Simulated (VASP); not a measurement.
# Ru (P6_3/mmc) in VASP: notebook, part 2 of 2

VASP 6.6.1.

## (3) Single point, r2SCAN

This run uses another cell than the first one, of the same volume but with other edges.

File POSCAR:

```
Ru
1.0
    2.7428696850      0.0000000000      0.0000000000
   -1.3714348425      2.3753948265      0.0000000000
    0.0000000000      0.0000000000      4.1669409160
Ru
2
Direct
    0.3333333333      0.6666666667      0.2500000000
    0.6666666667      0.3333333333      0.7500000000
```

File INCAR.step1:

```
ALGO = Normal ; EDIFF = 1E-4
ENCUT = 520 ; GGA = PE
ISMEAR = 0 ; LASPH = T
LCHARG = F ; LREAL = F
LWAVE = T ; NBANDS = 21
NELM = 60 ; PREC = Accurate
SIGMA = 0.15
```

File INCAR.step2:

```
ALGO = Normal ; EDIFF = 1E-6
ENCUT = 520 ; ISIF = 2
ISMEAR = 0 ; ISTART = 1
LASPH = T ; LCHARG = F
LMIXTAU = T ; LREAL = F
LWAVE = F ; METAGGA = R2SCAN
NBANDS = 21 ; NELM = 60
PREC = Accurate ; SIGMA = 0.15
```

File KPOINTS:

```
k-points
0
Gamma
  24 24 12
```

Potentials or basis: VASP PAW PBE potentials, release 64 (Ru_pv).

On the command line:

```bash
$ cat potpaw_PBE.64/Ru_pv/POTCAR > POTCAR
$ cp INCAR.step1 INCAR
$ mpirun -np 1 vasp_std > vasp.out
$ cp INCAR.step2 INCAR
$ mpirun -np 1 vasp_std > vasp.out
```

OUTCAR:

```text
EDIFF = 1E-6
   ENCUT = 520
   ISIF = 2
   ISMEAR = 0
   ISTART = 1
   LASPH = T
   LREAL = F
   METAGGA = R2SCAN
   NELM = 60
   PREC = Accurate

 ion  position               nearest neighbor table
   1  0.333  0.667  0.250-   2 2.62   2 2.62   2 2.62   2 2.62   2 2.62   2 2.62
   2  0.667  0.333  0.750-   1 2.62   1 2.62   1 2.62   1 2.62   1 2.62   1 2.62

  LATTYP: Found a hexagonal cell.
 ALAT       =     2.7428696850
 C/A-ratio  =     1.5191902622

  Lattice vectors:

 A1 = (   2.7428696850,   0.0000000000,   0.0000000000)
 A2 = (  -1.3714348425,   2.3753948265,   0.0000000000)
 A3 = (   0.0000000000,   0.0000000000,   4.1669409160)

Analysis of symmetry for initial positions (statically):
=====================================================================
 Subroutine PRICEL returns:
 Original cell was already a primitive cell.

 Routine SETGRP: Setting up the symmetry group for a
 hexagonal supercell.

 Subroutine GETGRP returns: Found 24 space group operations
 (whereof 12 operations were pure point group operations)
 out of a pool of 24 trial point group operations.

The static configuration has the point symmetry D_3d.
 The point group associated with its full space group is D_6h.

Analysis of symmetry for dynamics (positions and initial velocities):
=====================================================================
 Subroutine PRICEL returns:
 Original cell was already a primitive cell.

 Routine SETGRP: Setting up the symmetry group for a
 hexagonal supercell.

 Subroutine GETGRP returns: Found 24 space group operations
 (whereof 12 operations were pure point group operations)
 out of a pool of 24 trial point group operations.

The dynamic configuration has the point symmetry D_3d.
 The point group associated with its full space group is D_6h.

 Subroutine INISYM returns: Found 24 space group operations
 (whereof 12 operations are pure point group operations),
 and found     1 'primitive' translations

----------------------------------------------------------------------------------------

                                     Primitive cell

  volume of cell :      27.1493

  direct lattice vectors                    reciprocal lattice vectors
     2.742869685  0.000000000  0.000000000     0.364581666  0.210491323  0.000000000
    -1.371434843  2.375394827  0.000000000     0.000000000  0.420982646  0.000000000
     0.000000000  0.000000000  4.166940916     0.000000000  0.000000000  0.239984204

  length of vectors
     2.742869685  2.742869685  4.166940916     0.420982646  0.420982646  0.239984204

  position of ions in fractional coordinates (direct lattice)
     0.333333333  0.666666667  0.250000000
     0.666666667  0.333333333  0.750000000

  ion indices of the primitive-cell ions
   primitive index   ion index
                 1           1
                 2           2

----------------------------------------------------------------------------------------

 KPOINTS: k-points

Automatic generation of k-mesh.
 Grid dimensions read from file:
 generate k-points for:   24   24   12

 Generating k-lattice:

  Cartesian coordinates                     Fractional coordinates (reciprocal lattice)
     0.015190903  0.008770472  0.000000000     0.041666667 -0.000000000  0.000000000
     0.000000000  0.017540944  0.000000000     0.000000000  0.041666667  0.000000000
     0.000000000  0.000000000  0.019998684     0.000000000  0.000000000  0.083333333

  Length of vectors
     0.017540944  0.017540944  0.019998684

  Shift w.r.t. Gamma in fractional coordinates (k-lattice)
     0.000000000  0.000000000  0.000000000

 Subroutine IBZKPT returns following result:
 ===========================================

 Found    427 irreducible k-points:

 Following reciprocal coordinates:
            Coordinates               Weight
  0.000000  0.000000  0.000000      1.000000
  0.041667 -0.000000  0.000000      6.000000
  0.083333 -0.000000  0.000000      6.000000
  0.125000 -0.000000  0.000000      6.000000
  0.166667 -0.000000  0.000000      6.000000
  0.208333 -0.000000  0.000000      6.000000
[... 16 lines left out ...]
  0.416667  0.041667  0.000000     12.000000
  0.458333  0.041667  0.000000     12.000000
 [... further k-points ...]
   k-points           NKPTS =    427   k-points in BZ     NKDIM =    427   number of bands    NBANDS=     21
   number of dos      NEDOS =    301   number of ions     NIONS =      2
   total plane-waves  NPLWV =  12800
   dimension x,y,z NGX =    20 NGY =   20 NGZ =   32
   dimension x,y,z NGXF=    40 NGYF=   40 NGZF=   64
   ions per type =               2
   NGX,Y,Z   is equivalent  to a cutoff of  12.12, 12.12, 12.77 a.u.
   NGXF,Y,Z  is equivalent  to a cutoff of  24.24, 24.24, 25.53 a.u.
 SYSTEM =  unknown system
   PREC   = accura    normal or accurate (medium, high low for compatibility)
   ISTART =      1    job   : 0-new  1-cont  2-samecut
   ICHARG =      0    charge: 1-file 2-atom 10-const
   ISPIN  =      1    spin polarized calculation?
   LNONCOLLINEAR =      F non collinear calculations
   LSORBIT =      F    spin-orbit coupling
   LASPH  =      T    aspherical Exc in radial PAW
   ENCUT  =  520.0 eV  38.22 Ry    6.18 a.u.   5.10  5.10  7.75*2*pi/ulx,y,z
   NELM   =     60;   NELMIN=  2; NELMDL=  0     # of ELM steps
   EDIFF  = 0.1E-05   stopping-criterion for ELM
   LREAL  =      F    real-space projection
   EDIFFG = 0.1E-04   stopping-criterion for IOM
   NSW    =      0    number of steps for IOM
   IBRION =     -1    ionic relax: 0-MD 1-quasi-New 2-CG
   NFREE  =      0    steps in history (QN), initial steepest desc. (CG)
   ISIF   =      2    stress and relaxation
   ISYM   =      2    0-nonsym 1-usesym 2-fastsym
   POTIM  = 0.5000    time-step for ionic-motion
   TEBEG  =    0.0;   TEEND  =   0.0 temperature during run
   PSTRESS=    0.0 pullay stress
   NELECT =      28.0000    total number of electrons
   NUPDOWN=      -1.0000    fix difference up-down
   EMIN   =  10.00;   EMAX   =-10.00  energy-range for DOS
   EFERMI =   0.00;   METHOD = LEGACY
   ISMEAR =     0;   SIGMA  =   0.15  broadening in eV -4-tet -1-fermi 0-gaus
   EFERMI_NEDOS =   21; number of points for ismear=-14 and -15
   IALGO  =     38    algorithm
   IMIX   =      4    mixing-type and parameters
     AMIX     =   0.40;   BMIX     =  1.00
     AMIX_MAG =   1.60;   BMIX_MAG =  1.00
  volume/ion in A,a.u.               =      13.57        91.61
  Fermi-wavevector in a.u.,A,eV,Ry     =   1.654022  3.125649 37.222686  2.735790
  Thomas-Fermi vector in A             =   2.742361
   LORBIT       =      0    0 simple, 1 ext, 2 COOP (PROOUT), +10 PAW based schemes
   METAGGA = R2SCAN    functional components
   LHFCALC =     F    Hartree Fock is set to
   AEXX    =    0.0000 exact exchange contribution
   IVDW    =     0    specifies the selected vdW correction
   LEPSILON=     F    determine dielectric tensor
   LRPA    =     F    only Hartree local field effects (RPA)
 non-spin polarized calculation
 Gauss-broadening in eV      SIGMA  =   0.15
  energy-cutoff  :      520.00
  volume of cell :       27.15
 maximum number of plane-waves:       746
   NGX = 11   NGY = 11   NGZ = 15

 number of electron      27.9999999 magnetization

 Free energy of the ion-electron system (eV)
  ---------------------------------------------------
  ext. energy  EPLUGINS =         0.00000000
  ---------------------------------------------------
  free energy    TOTEN  =       -50.83000984 eV

  energy without entropy =      -50.81263188  energy(sigma->0) =      -50.82132086

 E-fermi :  12.7532     XC(G=0): -15.4045

 val. band max:       12.7495384267   @ k =   0.2917   0.1667   0.2500
 cond. band min:      12.7577648325   @ k =   0.4167   0.0417   0.5000
 fundamental gap:      0.0082264058
 Fermi energy:        12.7531707179

 k-point     1 :       0.0000    0.0000    0.0000
  band No.  band energies     occupation
      1     -32.4185      2.00000
      2     -31.4094      2.00000
      3     -31.4094      2.00000
      4     -31.1841      2.00000
      5     -31.1841      2.00000
      6     -31.0809      2.00000
[... 13 lines left out ...]
     20      21.1410      0.00000
     21      24.1443      0.00000
[... 529 lines left out ...]
 k-point    24 :       0.4583    0.0417    0.0000
  band No.  band energies     occupation
      1     -32.1105      2.00000
      2     -31.8827      2.00000
      3     -31.8709      2.00000
      4     -31.6503      2.00000
      5     -31.4471      2.00000
      6     -31.2879      2.00000
[... 13 lines left out ...]
     20      21.1410      0.00000
     21      24.4636      0.00000

 [... further k-points ...]

------------------------ aborting loop because EDIFF is reached ----------------------------------------

  FORCE on cell =-STRESS in cart. coord.  units (eV):
  Direction    XX          YY          ZZ          XY          YZ          ZX
  --------------------------------------------------------------------------------------
  -------------------------------------------------------------------------------------
  Total       -0.8529273     -0.8529273      1.9954901      0.0000000      0.0000000      0.0000000
  in kB      -50.3343251    -50.3343251    117.7610938      0.0000000      0.0000000      0.0000000
  external PRESSURE =       5.6974812 kB  Pullay stress =       0.0000000 kB

 VOLUME and BASIS-vectors are now :
 -----------------------------------------------------------------------------
  energy-cutoff  :      520.00
  volume of cell :       27.15
      direct lattice vectors                 reciprocal lattice vectors
     2.742869685  0.000000000  0.000000000     0.364581666  0.210491323  0.000000000
    -1.371434843  2.375394827  0.000000000     0.000000000  0.420982646  0.000000000
     0.000000000  0.000000000  4.166940916     0.000000000  0.000000000  0.239984204

 POSITION                                       TOTAL-FORCE (eV/Angst)
 -----------------------------------------------------------------------------------
     -0.00000      1.58360      1.04174        -0.000000      0.000000      0.000000
      1.37143      0.79180      3.12521         0.000000     -0.000000      0.000000
 -----------------------------------------------------------------------------------
    total drift:                                0.000000     -0.000000      0.000000

  FREE ENERGIE OF THE ION-ELECTRON SYSTEM (eV)
  ---------------------------------------------------
  free  energy   TOTEN  =       -50.8300098388 eV

  energy  without entropy=      -50.8126318813  energy(sigma->0) =      -50.82132086
```

OUTCAR.step1:

```text
EDIFF = 1E-4
   ENCUT = 520
   GGA = PE
   ISMEAR = 0
   LASPH = T
[... 799 lines left out ...]
 -----------------------------------------------------------------------------------
     -0.00000      1.58360      1.04174         0.000000     -0.000000      0.000000
      1.37143      0.79180      3.12521        -0.000000      0.000000      0.000000
 -----------------------------------------------------------------------------------
    total drift:                                0.000000     -0.000000      0.000000

  FREE ENERGIE OF THE ION-ELECTRON SYSTEM (eV)
  ---------------------------------------------------
  free  energy   TOTEN  =       -18.4343146196 eV

  energy  without entropy=      -18.4161165510  energy(sigma->0) =      -18.42521559
```

OSZICAR.step1:

```text
N       E                     dE             d eps       ncg     rms          rms(c)
DAV:   1     0.287636630372E+03    0.28764E+03   -0.17598E+04 17958   0.148E+03
DAV:   2    -0.138919674770E+02   -0.30153E+03   -0.29213E+03 18359   0.445E+02
DAV:   3    -0.197224017854E+02   -0.58304E+01   -0.57976E+01 20959   0.695E+01
DAV:   4    -0.197662592068E+02   -0.43857E-01   -0.43798E-01 22666   0.574E+00
DAV:   5    -0.197668028282E+02   -0.54362E-03   -0.53959E-03 20497   0.570E-01    0.178E+01
DAV:   6    -0.185197298250E+02    0.12471E+01   -0.28050E+00 20459   0.164E+01    0.485E+00
DAV:   7    -0.184418333600E+02    0.77896E-01   -0.40737E-01 20729   0.481E+00    0.108E+00
DAV:   8    -0.184346586930E+02    0.71747E-02   -0.18117E-02 19614   0.107E+00    0.332E-01
DAV:   9    -0.184343052104E+02    0.35348E-03   -0.85120E-04 20445   0.308E-01    0.333E-02
DAV:  10    -0.184343146196E+02   -0.94092E-05   -0.54291E-05 12002   0.773E-02
   1 F= -.18434315E+02 E0= -.18425216E+02  d E =-.181981E-01
```

Wall time 4.1 min (1 thread of Intel Xeon 6975P-C (Granite Rapids), shared host); peak memory 0.29 GiB.

What came out:

```yaml
Free_energy: -50.8300 eV
Pressure: 0.6 GPa
Band_gap_on_the_k_mesh: zero (bands 14 and 15 overlap by 3.31 eV)
```

Caveat: the stress differs along the axes, from -5 to 12 GPa; the PAW data sets were made with another functional, which shifts forces and pressure a little.

## (4) Single point, r2SCAN

This run uses another cell than the first one, of the same volume but with other edges.

File POSCAR:

```
Ru
1.0
    2.6621497766      0.0000000000      0.0000000000
   -1.3310748883      2.3054893352      0.0000000000
    0.0000000000      0.0000000000      4.4234662687
Ru
2
Direct
    0.3333333333      0.6666666667      0.2500000000
    0.6666666667      0.3333333333      0.7500000000
```

File INCAR.step1:

```
SYSTEM = Ru
PREC = Accurate ; ENCUT = 520
ISMEAR = 0 ; SIGMA = 0.15
LREAL = .FALSE. ; LASPH = .TRUE.
NELM = 100 ; NBANDS = 21
GGA = PE ; ALGO = Normal
EDIFF = 1E-4 ; LWAVE = .TRUE.
LCHARG = .FALSE.
```

File INCAR.step2:

```
SYSTEM = Ru
PREC = Accurate ; ENCUT = 520
EDIFF = 1E-6 ; ISMEAR = 0
SIGMA = 0.15 ; LREAL = .FALSE.
LASPH = .TRUE. ; NELM = 100
ALGO = Normal ; ISIF = 2
LWAVE = .FALSE. ; LCHARG = .TRUE.
METAGGA = R2SCAN ; LMIXTAU = .TRUE.
LELF = .TRUE. ; LVHAR = .TRUE.
NBANDS = 21 ; ISTART = 1
```

File KPOINTS:

```
regular mesh
0
G
  24 24 12
  0 0 0
```

On the command line:

```bash
$ cat potpaw_PBE.64/Ru_pv/POTCAR > POTCAR
$ cp INCAR.step1 INCAR
$ mpirun -np 1 vasp_std > vasp.out
$ cp INCAR.step2 INCAR
$ mpirun -np 1 vasp_std > vasp.out
```

It took 4.9 min on 1 thread of Intel Xeon 6975P-C (Granite Rapids), shared host; peak memory 0.3 GiB.

Results (log left out):

* Free energy: -50.7906 eV
* Pressure: -0.2 GPa
* Band gap on the k mesh: zero (bands 14 and 15 overlap by 3.22 eV)

Stress tensor (GPa, compression positive):
```
  8.08   0.00   0.00
  0.00   8.08   0.00
  0.00   0.00 -16.75
```

Levels at points of the mesh, in eV from the Fermi level:
| k point | band 12 | band 13 | band 14 | band 15 | band 16 | band 17 |
| --- | --- | --- | --- | --- | --- | --- |
| (0.00, 0.00, 0.00) | -2.08 | -2.08 | -1.07 | -1.07 | 0.76 | 1.24 |
| (0.50, 0.00, 0.00) | -1.83 | -1.70 | 1.77 | 1.78 | 2.11 | 4.33 |
| (0.00, 0.00, 0.50) | -2.74 | -2.74 | -2.74 | 0.55 | 0.55 | 0.55 |
| (0.50, 0.00, 0.50) | -0.93 | 0.48 | 0.48 | 1.98 | 1.98 | 3.57 |

Caveat: the stress differs along the axes, from -17 to 8 GPa; the PAW data sets were made with another functional, which shifts forces and pressure a little.

## (5) Overview

| cell | gap on the mesh (eV) | pressure (GPa) |
| --- | --- | --- |
| a = 2.621, b = 2.621, c = 4.563 Å, angles 90.0, 90.0, 120.0°, 2 atoms | none | 2.0 |
| a = 2.743, b = 2.743, c = 4.167 Å, angles 90.0, 90.0, 120.0°, 2 atoms | none | 0.6 |
| a = 2.662, b = 2.662, c = 4.423 Å, angles 90.0, 90.0, 120.0°, 2 atoms | none | -0.2 |

Alike in all rows: task single point; level r2SCAN; potentials or basis VASP PAW PBE potentials, release 64 (Ru_pv); no spin polarisation; k mesh 24 × 24 × 12; cutoff (eV) 520; smearing gaussian 0.15 eV.

Caveats: the PAW data sets were made with another functional, which shifts forces and pressure a little; the stress differs along the axes, from -29 to 18 GPa (at least some runs); an empty level that is flat over the whole mesh can mark a ghost state of the potentials, or a narrow d or f band (at least some runs); the stress differs along the axes, from -5 to 12 GPa (at least some runs); the stress differs along the axes, from -17 to 8 GPa (at least some runs).

Total energies depend on the potentials used, so only differences within one code and one set of settings carry meaning.
